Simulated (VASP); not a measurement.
A run of VASP 6.6.1 is set up as follows.

The input INCAR:

```
PREC = Accurate ; ENCUT = 520
EDIFF = 1E-8 ; ISMEAR = -1
SIGMA = 0.03 ; LREAL = False
LASPH = True ; NELM = 100
ALGO = Normal ; ISIF = 2
LWAVE = False ; LCHARG = False
GGA = PE ; LEFG = True
NBANDS = 15
```

The input KPOINTS:

```
Automatic mesh
0
Gamma
  16 16 16
```

Contents of POSCAR:

```
TiC
1.0
    0.0000000000      2.1640000000      2.1640000000
    2.1640000000      0.0000000000      2.1640000000
    2.1640000000      2.1640000000      0.0000000000
Ti C
1 1
Direct
    0.0000000000      0.0000000000      0.0000000000
    0.4884473198      0.5115526802      0.5115526802
```

Potentials or basis: VASP PAW PBE potentials, release 64 (Ti_sv, C).

Launch:

```sh
$ cat potpaw_PBE.64/Ti_sv/POTCAR potpaw_PBE.64/C/POTCAR > POTCAR
$ mpirun -np 1 vasp_std > vasp.out
```

Task: What does it give for the band gap on the k mesh?

Result: Zero (band 8 reaches 10.14 eV, above the bottom of band 9 at 9.03 eV).

Task: What does it give for the pressure?

Result: 1.4 GPa.

Task: What does it give for the largest force?

Result: 0.461 eV/Å.

Electric field gradients, principal values (V/Å²):
```
atom  least  middle  greatest (by size)
1 Ti  0.592   0.593              -1.185
 2 C  0.128   0.129              -0.257
```

Caveat: the cell differs from its parent crystal (atom 2 (C) moved by [0.05, 0.0, 0.0] A); without QUAD_EFG the Cq values of the log hold for a quadrupole moment of 1 mb, not for the nuclei.
